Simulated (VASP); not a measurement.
A run of VASP 6.6.1:

File INCAR:

```
SYSTEM = SiRuCl
  PREC = Accurate
  ENCUT = 520
  EDIFF = 1E-7
  ISMEAR = 0
  SIGMA = 0.1
  LREAL = .FALSE.
  LASPH = .TRUE.
  NELM = 150
  ALGO = Normal
  ISIF = 2
  LWAVE = .FALSE.
  LCHARG = .FALSE.
  ISPIN = 2
  MAGMOM = 0 1 0
  LORBIT = 11
  LMAXMIX = 4
  GGA = PE
  NBANDS = 24
```

File KPOINTS:

```
Automatic mesh
0
G
  6 6 6
  0 0 0
```

The input POSCAR:

```
SiRuCl
1.0
    2.8862361309      0.0000000000      0.0000000000
    0.0000000000      4.7680906688      0.0000000000
    0.0000000000      0.0000000000      4.6833843652
Si Ru Cl
1 1 1
Direct
    0.5000000000      0.5000000000      0.0000000000
    0.5000000000      0.5000000000      0.5000000000
    0.0000000000      0.0000000000      0.0000000000
```

Potentials or basis: VASP PAW PBE potentials, release 64 (Si, Ru_pv, Cl).

Command:

```sh
$ cat potpaw_PBE.64/Si/POTCAR potpaw_PBE.64/Ru_pv/POTCAR potpaw_PBE.64/Cl/POTCAR > POTCAR
$ mpirun -np 1 vasp_std > vasp.out
```

Hardware: 1 thread of Intel(R) Xeon(R) 6975P-C (Granite Rapids), with other jobs on the host.

Q: Estimate the wall time of this run.

A: Run time: 4.2 min on 1 thread of Intel(R) Xeon(R) 6975P-C (Granite Rapids) (shared host), peak memory 0.3 GiB. Counts: scf iterations 18, k points 64.
